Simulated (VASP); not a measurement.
# InSb (Pmmn) in VASP: a series of runs

The runs below take InSb through electric field gradients, with PBE.

All numbers are computed with VASP 6.6.1; they aren't measurements. Logs are shortened: lines on timing, memory, paths and dates and some standing lists are left out, and cuts for length are marked.

### 1 The cell of the first run

Symmetry: Pmmn, No. 59, orthorhombic system. Conventional cell: a = 5.357 Å, b = 5.712 Å, c = 3.002 Å, α = 90.00°, β = 90.00°, γ = 90.00°. Within 3.6 Å of In (site symmetry mm2) lie 4 Sb at 2.72 to 2.90 Å and 2 In at 3.00 Å. Sb (site symmetry mm2) has 4 In at 2.72 to 2.90 Å and 2 Sb at 3.00 Å within 3.6 Å.

### 2 Electric field gradients, PBE (zz strain of -2 %)

Contents of INCAR:

```
  PREC = Accurate
  ENCUT = 520
  EDIFF = 1E-8
  ISMEAR = -1
  SIGMA = 0.08
  LREAL = False
  LASPH = True
  NELM = 100
  ALGO = Normal
  ISIF = 2
  LWAVE = False
  LCHARG = False
  GGA = PE
  LEFG = True
  NBANDS = 26
```

Contents of KPOINTS:

```
regular mesh
0
Gamma
  6 6 11
```

Contents of POSCAR:

```
InSb
1.0
    5.3570000000      0.0000000000      0.0000000000
    0.0000000000      5.7120000000      0.0000000000
    0.0000000000      0.0000000000      3.0017400000
In Sb
2 2
Direct
    0.0000000000      0.0000000000      0.0000000000
    0.5000000000      0.5000000000      0.0000000000
    0.5000000000      0.0000000000      0.8350000000
    0.0000000000      0.5000000000      0.1650000000
```

Potentials or basis: VASP PAW PBE potentials, release 64 (In_d, Sb).

Run with:

```
cat potpaw_PBE.64/In_d/POTCAR potpaw_PBE.64/Sb/POTCAR > POTCAR
mpirun -np 1 vasp_std > vasp.out
```

OUTCAR:

```text
PREC = Accurate
   ENCUT = 520
   EDIFF = 1E-8
   ISMEAR = -1
   LREAL = False
   LASPH = True
   NELM = 100
   ISIF = 2
   GGA = PE

 ion  position               nearest neighbor table
   1  0.000  0.000  0.000-   3 2.72   3 2.72   4 2.90   4 2.90   3 3.67   3 3.67   4 3.80   4 3.80
                             2 3.92   2 3.92   2 3.92   2 3.92
   2  0.500  0.500  0.000-   4 2.72   4 2.72   3 2.90   3 2.90   4 3.67   4 3.67   3 3.80   3 3.80
                             1 3.92   1 3.92   1 3.92   1 3.92
   3  0.500  0.000  0.835-   1 2.72   1 2.72   2 2.90   2 2.90   1 3.67   1 3.67   2 3.80   2 3.80

   4  0.000  0.500  0.165-   2 2.72   2 2.72   1 2.90   1 2.90   2 3.67   2 3.67   1 3.80   1 3.80

  LATTYP: Found a simple orthorhombic cell.
 ALAT       =     3.0017400000
 B/A-ratio  =     1.7846315804
 C/A-ratio  =     1.9028963201

  Lattice vectors:

 A1 = (   0.0000000000,   0.0000000000,   3.0017400000)
 A2 = (   5.3570000000,   0.0000000000,   0.0000000000)
 A3 = (   0.0000000000,   5.7120000000,   0.0000000000)

Analysis of symmetry for initial positions (statically):
=====================================================================
 Subroutine PRICEL returns:
 Original cell was already a primitive cell.

 Routine SETGRP: Setting up the symmetry group for a
 simple orthorhombic supercell.

 Subroutine GETGRP returns: Found  8 space group operations
 (whereof  4 operations were pure point group operations)
 out of a pool of  8 trial point group operations.

The static configuration has the point symmetry C_2v.
 The point group associated with its full space group is D_2h.

Analysis of symmetry for dynamics (positions and initial velocities):
=====================================================================
 Subroutine PRICEL returns:
 Original cell was already a primitive cell.

 Routine SETGRP: Setting up the symmetry group for a
 simple orthorhombic supercell.

 Subroutine GETGRP returns: Found  8 space group operations
 (whereof  4 operations were pure point group operations)
 out of a pool of  8 trial point group operations.

The dynamic configuration has the point symmetry C_2v.
 The point group associated with its full space group is D_2h.

 Subroutine INISYM returns: Found  8 space group operations
 (whereof  4 operations are pure point group operations),
 and found     1 'primitive' translations

----------------------------------------------------------------------------------------

                                     Primitive cell

  volume of cell :      91.8508

  direct lattice vectors                    reciprocal lattice vectors
     5.357000000  0.000000000  0.000000000     0.186671645  0.000000000  0.000000000
     0.000000000  5.712000000  0.000000000     0.000000000  0.175070028  0.000000000
     0.000000000  0.000000000  3.001740000     0.000000000  0.000000000  0.333140112

  length of vectors
     5.357000000  5.712000000  3.001740000     0.186671645  0.175070028  0.333140112

  position of ions in fractional coordinates (direct lattice)
     0.000000000  0.000000000  0.000000000
     0.500000000  0.500000000  0.000000000
     0.500000000  0.000000000  0.835000000
     0.000000000  0.500000000  0.165000000

  ion indices of the primitive-cell ions
   primitive index   ion index
                 1           1
                 2           2
                 3           3
                 4           4

----------------------------------------------------------------------------------------

 KPOINTS: regular mesh

Automatic generation of k-mesh.
 Grid dimensions read from file:
 generate k-points for:    6    6   11

 Generating k-lattice:

  Cartesian coordinates                     Fractional coordinates (reciprocal lattice)
[... 42 lines left out ...]
   k-points           NKPTS =     96   k-points in BZ     NKDIM =     96   number of bands    NBANDS=     26
   number of dos      NEDOS =    301   number of ions     NIONS =      4
   total plane-waves  NPLWV =  40320
   dimension x,y,z NGX =    40 NGY =   42 NGZ =   24
   dimension x,y,z NGXF=    80 NGYF=   84 NGZF=   48
   ions per type =               2   2
   NGX,Y,Z   is equivalent  to a cutoff of  12.41, 12.22, 13.29 a.u.
   NGXF,Y,Z  is equivalent  to a cutoff of  24.83, 24.45, 26.58 a.u.
 SYSTEM =  unknown system
   PREC   = accura    normal or accurate (medium, high low for compatibility)
   ISTART =      0    job   : 0-new  1-cont  2-samecut
   ICHARG =      2    charge: 1-file 2-atom 10-const
   ISPIN  =      1    spin polarized calculation?
   LNONCOLLINEAR =      F non collinear calculations
   LSORBIT =      F    spin-orbit coupling
   LASPH  =      T    aspherical Exc in radial PAW
   ENCUT  =  520.0 eV  38.22 Ry    6.18 a.u.   9.96 10.62  5.58*2*pi/ulx,y,z
   NELM   =    100;   NELMIN=  2; NELMDL= -5     # of ELM steps
   EDIFF  = 0.1E-07   stopping-criterion for ELM
   LREAL  =      F    real-space projection
   EDIFFG = 0.1E-06   stopping-criterion for IOM
   NSW    =      0    number of steps for IOM
   IBRION =     -1    ionic relax: 0-MD 1-quasi-New 2-CG
   NFREE  =      0    steps in history (QN), initial steepest desc. (CG)
   ISIF   =      2    stress and relaxation
   ISYM   =      2    0-nonsym 1-usesym 2-fastsym
   POTIM  = 0.5000    time-step for ionic-motion
   TEBEG  =    0.0;   TEEND  =   0.0 temperature during run
   PSTRESS=    0.0 pullay stress
   NELECT =      36.0000    total number of electrons
   NUPDOWN=      -1.0000    fix difference up-down
   EMIN   =  10.00;   EMAX   =-10.00  energy-range for DOS
   EFERMI =   0.00;   METHOD = LEGACY
   ISMEAR =    -1;   SIGMA  =   0.08  broadening in eV -4-tet -1-fermi 0-gaus
   EFERMI_NEDOS =   21; number of points for ismear=-14 and -15
   IALGO  =     38    algorithm
   IMIX   =      4    mixing-type and parameters
     AMIX     =   0.40;   BMIX     =  1.00
     AMIX_MAG =   1.60;   BMIX_MAG =  1.00
  volume/ion in A,a.u.               =      22.96       154.96
  Fermi-wavevector in a.u.,A,eV,Ry     =   1.198068  2.264020 19.529343  1.435366
  Thomas-Fermi vector in A             =   2.333966
   LORBIT       =      0    0 simple, 1 ext, 2 COOP (PROOUT), +10 PAW based schemes
   GGA     = PE    functional components
   LHFCALC =     F    Hartree Fock is set to
   AEXX    =    0.0000 exact exchange contribution
   IVDW    =     0    specifies the selected vdW correction
   LEPSILON=     F    determine dielectric tensor
   LRPA    =     F    only Hartree local field effects (RPA)
 non-spin polarized calculation
  energy-cutoff  :      520.00
  volume of cell :       91.85
 maximum number of plane-waves:      2500
 NGX is ok and might be reduce to    40
   NGX = 19   NGY = 21   NGZ = 11

 number of electron      36.0000003 magnetization

 Free energy of the ion-electron system (eV)
  ---------------------------------------------------
  ext. energy  EPLUGINS =         0.00000000
  ---------------------------------------------------
  free energy    TOTEN  =       -12.01513961 eV

  energy without entropy =      -11.98999043  energy(sigma->0) =      -12.00256502

 E-fermi :   9.8700     XC(G=0): -10.8129

 val. band max:        9.8276436668   @ k =   0.1667   0.3333   0.4545
 cond. band min:       9.8845020737   @ k =   0.1667   0.5000   0.4545
 fundamental gap:      0.0568584069
 Fermi energy:         9.8699921065

 k-point     1 :       0.0000    0.0000    0.0000
  band No.  band energies     occupation
      1      -5.5311      2.00000
      2      -5.5229      2.00000
      3      -5.4001      2.00000
      4      -5.1482      2.00000
      5      -5.1328      2.00000
      6      -4.9863      2.00000
[... 685 lines left out ...]
     25      17.3562      0.00000
     26      17.3562      0.00000

 [... further k-points ...]
[... 5 lines left out ...]
  --------------------------------------------------------------------------------------
  -------------------------------------------------------------------------------------
  Total       18.0066501      9.1617983      7.2184621      0.0000000      0.0000000      0.0000000
  in kB      314.0946866    159.8116343    125.9135145      0.0000000      0.0000000      0.0000000
  external PRESSURE =     199.9399451 kB  Pullay stress =       0.0000000 kB

 VOLUME and BASIS-vectors are now :
 -----------------------------------------------------------------------------
  energy-cutoff  :      520.00
  volume of cell :       91.85
      direct lattice vectors                 reciprocal lattice vectors
     5.357000000  0.000000000  0.000000000     0.186671645  0.000000000  0.000000000
     0.000000000  5.712000000  0.000000000     0.000000000  0.175070028  0.000000000
     0.000000000  0.000000000  3.001740000     0.000000000  0.000000000  0.333140112

 POSITION                                       TOTAL-FORCE (eV/Angst)
 -----------------------------------------------------------------------------------
      0.00000      0.00000      0.00000         0.000000      0.000000      0.253652
      2.67850      2.85600      0.00000         0.000000      0.000000     -0.253652
      2.67850      0.00000      2.50645         0.000000      0.000000     -0.711630
      0.00000      2.85600      0.49529         0.000000      0.000000      0.711630
 -----------------------------------------------------------------------------------
    total drift:                               -0.000000      0.000000     -0.000000

  FREE ENERGIE OF THE ION-ELECTRON SYSTEM (eV)
  ---------------------------------------------------
  free  energy   TOTEN  =       -12.0151396089 eV

  energy  without entropy=      -11.9899904305  energy(sigma->0) =      -12.00256502

 Electric field gradients (V/A^2)
---------------------------------------------------------------------
 ion       V_xx      V_yy      V_zz      V_xy      V_xz      V_yz
---------------------------------------------------------------------
   1     -74.668    19.480    55.188    -0.000    -0.000     0.000
   2     -74.668    19.480    55.188    -0.000     0.000     0.000
   3     -75.677   -69.290   144.967    -0.000     0.000    -0.000
   4     -75.677   -69.290   144.967    -0.000    -0.000    -0.000
---------------------------------------------------------------------

 Electric field gradients after diagonalization (V/A^2)
 (convention: |V_zz| > |V_xx| > |V_yy|)
----------------------------------------------------------------------
 ion       V_xx      V_yy      V_zz     asymmetry (V_yy - V_xx)/ V_zz
----------------------------------------------------------------------
   1      55.188    19.480   -74.668       0.478
   2      55.188    19.480   -74.668       0.478
   3     -75.677   -69.290   144.967       0.044
   4     -75.677   -69.290   144.967       0.044
----------------------------------------------------------------------

           NMR quadrupolar parameters

 Cq : quadrupolar parameter    Cq=e*Q*V_zz/h
 eta: asymmetry parameters     (V_yy - V_xx)/ V_zz
 Q  : nuclear electric quadrupole moment in mb (millibarn)
----------------------------------------------------------------------
 ion       Cq(MHz)       eta       Q (mb)
----------------------------------------------------------------------
   1      -0.181       0.478       1.000
   2      -0.181       0.478       1.000
   3       0.351       0.044       1.000
   4       0.351       0.044       1.000
----------------------------------------------------------------------
```

Wall time 2 min (1 thread of AMD EPYC 9R45 (Zen 5), shared host); peak memory 0.3 GiB.

Results:

| Quantity | Value |
| --- | --- |
| Free energy | -12.0151 eV |
| Pressure | 20.0 GPa |
| Largest force | 0.712 eV/Å |
| Band gap on the k mesh | zero (band 18 reaches 11.46 eV, above the bottom of band 19 at 8.24 eV) |

Forces in eV/Å, atoms in the order of the input:
```
In   0.000  0.000  0.254
In   0.000  0.000 -0.254
Sb   0.000  0.000 -0.712
Sb   0.000  0.000  0.712
```

Levels at points of the mesh, in eV from the Fermi level:
```csv
k point,band 14,band 15,band 16,band 17,band 18,band 19,band 20,band 21,band 22,band 23
"(0.00, 0.00, 0.00)",-6.01,-5.95,-3.14,-2.81,-2.38,2.91,4.75,4.78,6.16,7.79
"(0.50, 0.00, 0.00)",-6.94,-4.63,-4.63,0.84,0.84,4.27,4.27,5.02,5.02,6.48
"(0.00, 0.50, 0.00)",-6.08,-4.82,-4.82,-0.53,-0.53,3.74,3.74,4.96,4.96,6.28
"(0.50, 0.50, 0.00)",-8.78,-0.58,-0.58,1.15,1.15,2.27,2.27,2.60,2.60,5.08
```

Electric field gradients, principal values (V/Å²):
| atom | least | middle | greatest (by size) |
| --- | --- | --- | --- |
| 1 In | 19.480 | 55.188 | -74.668 |
| 2 In | 19.480 | 55.188 | -74.668 |
| 3 Sb | -69.290 | -75.677 | 144.967 |
| 4 Sb | -69.290 | -75.677 | 144.967 |

Caveat: the cell differs from its parent crystal (zz strain of -2 %); without QUAD_EFG the Cq values of the log hold for a quadrupole moment of 1 mb, not for the nuclei; spin-orbit coupling is left out, which moves the levels of the heavy elements.

### 3 Electric field gradients, PBE (zz strain of +3 %)

Contents of INCAR:

```
SYSTEM = InSb
PREC = Accurate ; ENCUT = 520
EDIFF = 1E-8 ; ISMEAR = -1
SIGMA = 0.08 ; LREAL = .False.
LASPH = .True. ; NELM = 60
ALGO = Normal ; ISIF = 2
LWAVE = .False. ; LCHARG = .False.
GGA = PE ; LEFG = .True.
NBANDS = 26
```

Contents of KPOINTS:

```
regular mesh
0
Gamma
  6 6 11
  0 0 0
```

Changes to POSCAR since step 2:

```diff
@@ -4,3 +4,3 @@
     0.0000000000      5.7120000000      0.0000000000
-    0.0000000000      0.0000000000      3.0017400000
+    0.0000000000      0.0000000000      3.1548900000
 In Sb
```

Potentials or basis: VASP PAW PBE potentials, release 64 (In_d, Sb).

Run with:

```
cat potpaw_PBE.64/In_d/POTCAR potpaw_PBE.64/Sb/POTCAR > POTCAR
mpirun -np 1 vasp_std > vasp.out
```

OUTCAR:

```text
SYSTEM = InSb
   PREC = Accurate
   ENCUT = 520
   EDIFF = 1E-8
   ISMEAR = -1
   LREAL = .False.
   LASPH = .True.
   NELM = 60
   ISIF = 2
   GGA = PE

 ion  position               nearest neighbor table
   1  0.000  0.000  0.000-   3 2.73   3 2.73   4 2.90   4 2.90   3 3.76   3 3.76   4 3.89   4 3.89
                             2 3.92   2 3.92   2 3.92   2 3.92
   2  0.500  0.500  0.000-   4 2.73   4 2.73   3 2.90   3 2.90   4 3.76   4 3.76   3 3.89   3 3.89
                             1 3.92   1 3.92   1 3.92   1 3.92
   3  0.500  0.000  0.835-   1 2.73   1 2.73   2 2.90   2 2.90   1 3.76   1 3.76   2 3.89   2 3.89

   4  0.000  0.500  0.165-   2 2.73   2 2.73   1 2.90   1 2.90   2 3.76   2 3.76   1 3.89   1 3.89

  LATTYP: Found a simple orthorhombic cell.
 ALAT       =     3.1548900000
 B/A-ratio  =     1.6979989794
 C/A-ratio  =     1.8105227124

  Lattice vectors:

 A1 = (   0.0000000000,   0.0000000000,   3.1548900000)
 A2 = (   5.3570000000,   0.0000000000,   0.0000000000)
 A3 = (   0.0000000000,   5.7120000000,   0.0000000000)

Analysis of symmetry for initial positions (statically):
[... 907 lines left out ...]
      2.67850      0.00000      2.63433         0.000000      0.000000     -0.820358
      0.00000      2.85600      0.52056         0.000000      0.000000      0.820358
 -----------------------------------------------------------------------------------
    total drift:                               -0.000000      0.000000     -0.000000

  FREE ENERGIE OF THE ION-ELECTRON SYSTEM (eV)
  ---------------------------------------------------
  free  energy   TOTEN  =       -12.2632798965 eV

  energy  without entropy=      -12.2264661658  energy(sigma->0) =      -12.24487303

 Electric field gradients (V/A^2)
---------------------------------------------------------------------
 ion       V_xx      V_yy      V_zz      V_xy      V_xz      V_yz
---------------------------------------------------------------------
   1     -92.466     6.573    85.893    -0.000    -0.000    -0.000
   2     -92.466     6.573    85.893    -0.000    -0.000    -0.000
   3     -88.254   -70.107   158.361     0.000     0.000    -0.000
   4     -88.254   -70.107   158.361     0.000    -0.000     0.000
---------------------------------------------------------------------

 Electric field gradients after diagonalization (V/A^2)
 (convention: |V_zz| > |V_xx| > |V_yy|)
----------------------------------------------------------------------
 ion       V_xx      V_yy      V_zz     asymmetry (V_yy - V_xx)/ V_zz
----------------------------------------------------------------------
   1      85.893     6.573   -92.466       0.858
   2      85.893     6.573   -92.466       0.858
   3     -88.254   -70.107   158.361       0.115
   4     -88.254   -70.107   158.361       0.115
----------------------------------------------------------------------

           NMR quadrupolar parameters

 Cq : quadrupolar parameter    Cq=e*Q*V_zz/h
 eta: asymmetry parameters     (V_yy - V_xx)/ V_zz
 Q  : nuclear electric quadrupole moment in mb (millibarn)
----------------------------------------------------------------------
 ion       Cq(MHz)       eta       Q (mb)
----------------------------------------------------------------------
   1      -0.224       0.858       1.000
   2      -0.224       0.858       1.000
   3       0.383       0.115       1.000
   4       0.383       0.115       1.000
----------------------------------------------------------------------
```

stdout:

```text
POSCAR found type information on POSCAR InSb
 POSCAR found :  2 types and       4 ions
 scaLAPACK will be used
 LDA part: xc-table for (Slater+PW92), standard interpolation
 POSCAR, INCAR and KPOINTS ok, starting setup
 FFT: planning ... GRIDC
 FFT: planning ... GRID_SOFT
 FFT: planning ... GRID
 WAVECAR not read
 entering main loop
ion   1

ion   2

ion   3

ion   4
```

Wall time 2 min (1 thread of AMD EPYC 9R45 (Zen 5), shared host); peak memory 0.31 GiB.

Results:

```yaml
Free_energy: -12.2633 eV
Pressure: 15.2 GPa
Largest_force: 0.820 eV/Å
Band_gap_on_the_k_mesh: zero (band 18 reaches 11.00 eV, above the bottom of band 19 at 7.60 eV)
```

Forces in eV/Å, atoms in the order of the input:
```
In   0.000  0.000  0.301
In   0.000  0.000 -0.301
Sb   0.000  0.000 -0.820
Sb   0.000  0.000  0.820
```

Stress tensor (GPa, compression positive):
```
27.82  0.00  0.00
 0.00 12.47  0.00
 0.00  0.00  5.26
```

Electric field gradients, principal values (V/Å²):
```
atom    least   middle  greatest (by size)
1 In    6.573   85.893             -92.466
2 In    6.573   85.893             -92.466
3 Sb  -70.107  -88.254             158.361
4 Sb  -70.107  -88.254             158.361
```

Caveat: the cell differs from its parent crystal (zz strain of +3 %); without QUAD_EFG the Cq values of the log hold for a quadrupole moment of 1 mb, not for the nuclei; spin-orbit coupling is left out, which moves the levels of the heavy elements.

(Part 1 of 3 ends here.)
